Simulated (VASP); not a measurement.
Set up this calculation in VASP 6.6.1, as the native input.

- Task: single point
- Functional: PBE
- Potentials or basis: VASP PAW PBE potentials, release 64 (Ta_pv, Ga_d)
- Cutoff: 520 eV
- k mesh: 12 × 12 × 6
- Occupations: gaussian, width 0.1 eV
- Spin: no spin polarisation
- Dipole correction: no
- Further INCAR settings: ALGO = Fast; EDIFF = 1e-06; NBANDS = 38

The structure of Ta2Ga3 lies in POSCAR:

```
Ta2Ga3
1.0
    3.3713338519      0.0000000000      0.0000000000
    0.0000000000      3.3713338519      0.0000000000
    0.0000000000      0.0000000000      8.2892274780
Ta Ga
2 3
Direct
    0.0000000000      0.0000000000      0.3371295141
    0.0000000000      0.0000000000      0.6628704859
    0.5000000000      0.5000000000      0.1556418944
    0.5000000000      0.5000000000      0.8443581056
    0.5000000000      0.5000000000      0.5000000000
```

The cell was built from a structure type or drawn by symmetry, and may not be a known phase.

One way to write it, as run:

INCAR

```
PREC = Accurate
ENCUT = 520
EDIFF = 1E-6
ISMEAR = 0
SIGMA = 0.1
LREAL = F
LASPH = T
NELM = 80
ALGO = Fast
ISIF = 2
LWAVE = F
LCHARG = F
GGA = PE
NBANDS = 38
```

KPOINTS

```
Automatic mesh
0
Gamma
  12 12 6
```

Potentials or basis: VASP PAW PBE potentials, release 64 (Ta_pv, Ga_d).

The run is started by

```console
$ cat potpaw_PBE.64/Ta_pv/POTCAR potpaw_PBE.64/Ga_d/POTCAR > POTCAR
$ mpirun -np 1 vasp_std > vasp.out
```

Results of the run:

The pressure is 0.2 GPa and the largest force is 0.006 eV/Å. The band gap on the k mesh is zero (an odd number of electrons rules out a gap without spin polarisation).

Caveat: spin-orbit coupling is left out, which moves the levels of the heavy elements.

Run time: 6.8 min on 1 thread of Intel(R) Xeon(R) Platinum 8375C CPU @ 2.90GHz (Ice Lake) (shared host), peak memory 0.45 GiB.
